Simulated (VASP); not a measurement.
A run of VASP 6.6.1 is set up as follows.

The input INCAR:

```
SYSTEM = HfBiH2
PREC     = Accurate       ! precision mode
ENCUT    = 520            ! plane-wave cutoff, eV
EDIFF    = 1E-7           ! SCF threshold, eV
ISMEAR   = 0              ! smearing method
SIGMA    = 0.1            ! smearing width, eV
LREAL    = .False.        ! projectors in reciprocal space
LASPH    = .True.         ! aspherical terms in the spheres
NELM     = 80             ! most SCF steps
ALGO     = Normal         ! electronic algorithm
ISIF     = 2              ! what is computed and relaxed
LWAVE    = .False.        ! write WAVECAR
LCHARG   = .False.        ! write CHGCAR
GGA      = PE             ! functional
NBANDS   = 37             ! bands
```

KPOINTS

```
regular mesh
0
Gamma
  6 6 2
  0 0 0
```

POSCAR

```
HfBiH2
1.0
    3.4420344780      0.0000000030      0.0000000000
   -1.7210172416      2.9808892972      0.0000000000
    0.0000000000      0.0000000000     10.9899843961
Hf Bi H
2 2 4
Direct
    0.0000000000      0.0000000000      0.5000000000
    0.0000000000      0.0000000000      0.0000000000
    0.6666666667      0.3333333333      0.2500000000
    0.3333333333      0.6666666667      0.7500000000
    0.3333333333      0.6666666667      0.4618677397
    0.6666666667      0.3333333333      0.9618677397
    0.6666666667      0.3333333333      0.5381322603
    0.3333333333      0.6666666667      0.0381322603
```

Potentials or basis: VASP PAW PBE potentials, release 64 (Hf_pv, Bi_d, H).

Command:

```sh
$ cat potpaw_PBE.64/Hf_pv/POTCAR potpaw_PBE.64/Bi_d/POTCAR potpaw_PBE.64/H/POTCAR > POTCAR
$ mpirun -np 1 vasp_std > vasp.out
```

**Question.** Estimate the pressure.

**Answer.** -0.4 GPa.

**Question.** What does it give for the largest force?

**Answer.** 0.017 eV/Å.

**Question.** What does it give for the band gap on the k mesh?

**Answer.** Zero (band 27 reaches 7.81 eV, above the bottom of band 28 at 4.74 eV).

Stress tensor (GPa, compression positive):
```
-0.35  0.00  0.00
 0.00 -0.35  0.00
 0.00  0.00 -0.49
```

Caveat: spin-orbit coupling is left out, which moves the levels of the heavy elements.
